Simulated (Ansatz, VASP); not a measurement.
Sc4As3: VASP beside Ansatz

INCAR

```
SYSTEM = Sc4As3
ALGO = Fast
EDIFF = 1E-7
ENCUT = 520
GGA = PE
ISIF = 2
ISMEAR = 0
LASPH = .TRUE.
LCHARG = .FALSE.
LREAL = .FALSE.
LWAVE = .FALSE.
NBANDS = 72
NELM = 100
PREC = Accurate
SIGMA = 0.2
```

The input KPOINTS:

```
k-points
0
G
  4 4 4
  0 0 0
```

POSCAR

```
Sc4As3
1.0
   -4.0890977420      4.0890977420      4.0890977420
    4.0890977420     -4.0890977420      4.0890977420
    4.0890977420      4.0890977420     -4.0890977420
Sc As
8 6
Direct
    0.5000000000      1.0000000000      0.3604198623
    0.6395801377      0.6395801377      0.6395801377
    0.0000000000      0.3604198623      0.5000000000
    0.3604198623      0.5000000000      0.0000000000
    0.8604198623      0.5000000000      1.0000000000
    0.5000000000      1.0000000000      0.8604198623
    1.0000000000      0.8604198623      0.5000000000
    0.1395801377      0.1395801377      0.1395801377
    0.3750000000      0.2500000000      0.6250000000
    0.6250000000      0.3750000000      0.2500000000
    0.2500000000      0.6250000000      0.3750000000
    0.7500000000      0.8750000000      0.1250000000
    0.1250000000      0.7500000000      0.8750000000
    0.8750000000      0.1250000000      0.7500000000
```

Input for Ansatz:

```yaml
crystal:
  lattice:
    - [-4.089097742, 4.089097742, 4.089097742]
    - [4.089097742, -4.089097742, 4.089097742]
    - [4.089097742, 4.089097742, -4.089097742]
  atoms:
    - { symbol: Sc, position: [0.5, 1.0, 0.3604198623] }
    - { symbol: Sc, position: [0.6395801377, 0.6395801377, 0.6395801377] }
    - { symbol: Sc, position: [0.0, 0.3604198623, 0.5] }
    - { symbol: Sc, position: [0.3604198623, 0.5, 0.0] }
    - { symbol: Sc, position: [0.8604198623, 0.5, 1.0] }
    - { symbol: Sc, position: [0.5, 1.0, 0.8604198623] }
    - { symbol: Sc, position: [1.0, 0.8604198623, 0.5] }
    - { symbol: Sc, position: [0.1395801377, 0.1395801377, 0.1395801377] }
    - { symbol: As, position: [0.375, 0.25, 0.625] }
    - { symbol: As, position: [0.625, 0.375, 0.25] }
    - { symbol: As, position: [0.25, 0.625, 0.375] }
    - { symbol: As, position: [0.75, 0.875, 0.125] }
    - { symbol: As, position: [0.125, 0.75, 0.875] }
    - { symbol: As, position: [0.875, 0.125, 0.75] }
basis:
  ecutwfc: 420
kpoints:
  mp_grid: { grid: [4, 4, 4] }
hamiltonian:
  xc: pbe
scf:
  occupations: { method: gaussian, width: 0.2 }
  lower_state_search: "off"
output:
  forces: true
  stress: true
  eigenvalues: true
```

Alike in both runs: task single point; functional PBE; k mesh 4 × 4 × 4; occupations gaussian, width 0.2 eV; no spin polarisation.

|  | VASP | Ansatz |
| --- | --- | --- |
| version | VASP 6.6.1 | Ansatz 0.2.0 |
| potentials or method | VASP PAW PBE potentials, release 64 (Sc_sv, As), cutoff 520 eV | scalar-relativistic, plane waves, PAW |
| valence electrons in the cell | 118 | 178 |

```tsv
	VASP	Ansatz	Ansatz less VASP
gap on the k mesh at the Fermi level (eV)	none	none	-
pressure (GPa)	0.4	0.1	-0.28
```

A gap of «none» marks a metal or a gap that the smearing closes. With one functional, cell and mesh, what is left measures potentials, basis and numerics. VASP's potentials hold 118 valence electrons a cell and Ansatz's 178, so a difference there can come from the potentials and not from the codes.
